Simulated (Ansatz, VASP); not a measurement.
Mg: VASP beside Ansatz

The input INCAR:

```
PREC = Accurate
ENCUT = 600
EDIFF = 1E-6
ISMEAR = 0
SIGMA = 0.1
LREAL = F
LASPH = T
NELM = 80
ALGO = Fast
ISIF = 3
LWAVE = F
LCHARG = F
GGA = PE
IBRION = 2
NSW = 80
EDIFFG = -0.01
```

File KPOINTS:

```
regular mesh
0
Gamma
  16 16 16
```

File POSCAR:

```
Mg
1.0
    0.0000000000      2.2601413364      2.2601413364
    2.2601413364      0.0000000000      2.2601413364
    2.2601413364      2.2601413364      0.0000000000
Mg
1
Direct
    0.0000000000      0.0000000000      0.0000000000
```

Input for Ansatz:

```yaml
crystal:
  lattice:
    - [0.0, 2.2601413364, 2.2601413364]
    - [2.2601413364, 0.0, 2.2601413364]
    - [2.2601413364, 2.2601413364, 0.0]
  atoms:
    - { symbol: Mg, position: [0.0, 0.0, 0.0] }
basis:
  ecutwfc: 420
kpoints:
  mp_grid: { grid: [16, 16, 16] }
hamiltonian:
  xc: pbe
scf:
  occupations: { method: gaussian, width: 0.1 }
output:
  forces: true
  stress: true
  eigenvalues: true
relax:
  adjacent_minimum: "off"
  f_tol: 0.01
  max_steps: 60
  cell: { stress_tol: 0.1 }
```

Alike in both runs: task relaxation of cell and atoms; functional PBE; k mesh 16 × 16 × 16; occupations gaussian, width 0.1 eV; no spin polarisation.

|  | VASP | Ansatz |
| --- | --- | --- |
| version | VASP 6.6.1 | Ansatz 0.2.0 |
| potentials or method | VASP PAW PBE potentials, release 64 (Mg), cutoff 600 eV | scalar-relativistic, plane waves, PAW |
| valence electrons in the cell | 2 | 10 |

|  | VASP | Ansatz | Ansatz less VASP |
| --- | --- | --- | --- |
| gap on the k mesh at the Fermi level, each at its own relaxed structure (eV) | none | none | - |
| relaxed volume (Å³/atom) | 23.09 | 23.09 | 0.000 |
| relaxed cell length with the largest relative difference (Å) | 3.196 | 3.196 | 0.0000 |

A gap of «none» marks a metal or a gap that the smearing closes. VASP's potentials hold 2 valence electrons a cell and Ansatz's 10, so a difference there can come from the potentials and not from the codes.

Noted on VASP's run: the relaxation stopped at its first step, so nothing moved.
